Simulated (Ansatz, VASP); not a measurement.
## One calculation of AlAs, two programs

File INCAR:

```
  ALGO = Normal
  EDIFF = 1E-6
  ENCUT = 500
  GGA = PE
  GGA_COMPAT = F
  ISIF = 2
  ISMEAR = -1
  LASPH = T
  LCHARG = F
  LREAL = F
  LWAVE = F
  NBANDS = 11
  NELM = 120
  PREC = Accurate
  SIGMA = 0.02
```

The input KPOINTS:

```
k-points
0
Gamma
  8 8 8
```

POSCAR

```
AlAs
1.0
    0.0000000000      2.7253676522      2.7253676522
    2.7253676522      0.0000000000      2.7253676522
    2.7253676522      2.7253676522      0.0000000000
Al As
1 1
Direct
    0.0000000000      0.0000000000      0.0000000000
    0.2500000000      0.2500000000      0.2500000000
```

Input for Ansatz:

```yaml
crystal:
  lattice:
    - [0.0, 2.7253676522, 2.7253676522]
    - [2.7253676522, 0.0, 2.7253676522]
    - [2.7253676522, 2.7253676522, 0.0]
  atoms:
    - { symbol: Al, position: [0.0, 0.0, 0.0] }
    - { symbol: As, position: [0.25, 0.25, 0.25] }
kpoints:
  mp_grid: { grid: [8, 8, 8] }
  band_path:
    path:
      - [0.0, 0.0, 0.0]
      - [-0.5, -0.5, 0.0]
      - [-0.375, -0.375, 0.25]
      - [-0.375, 0.0, 0.375]
      - [0.0, 0.0, 0.5]
      - [-0.5, -0.25, 0.25]
      - [0.0, 0.5, 0.5]
    npoints: 1
hamiltonian:
  xc: pbe
scf:
  occupations: { method: fermi_dirac, width: 0.02 }
  n_extra_bands: 4
output:
  forces: true
  stress: true
  eigenvalues: true
  write_density: true
  write_potential: true
  elf: true
  volumetric_format: npy
```

Change from the starting cell: hydrostatic strain -4.0%.

Alike in both runs: task single point; functional PBE; k mesh 8 × 8 × 8; occupations fermi-dirac, width 0.02 eV; no spin polarisation.

|  | VASP | Ansatz |
| --- | --- | --- |
| version | VASP 6.6.1 | Ansatz 0.2.0 |
| potentials or method | VASP PAW PBE potentials, release 64 (Al, As) | plane waves, PAW |
| plane-wave cutoff (eV) | 500 | 420 |
| valence electrons in the cell | 8 | 18 |

Ansatz gave:

```
gap on the k mesh at the Fermi level (eV) : 1.23
pressure (GPa)                            : 13.8
```

What did VASP give for the same quantities?

gap on the k mesh at the Fermi level (eV): 1.21; pressure (GPa): 14.1.

With one functional, cell and mesh, what is left measures potentials, basis and numerics. VASP's potentials hold 8 valence electrons a cell and Ansatz's 18, so a difference there can come from the potentials and not from the codes.
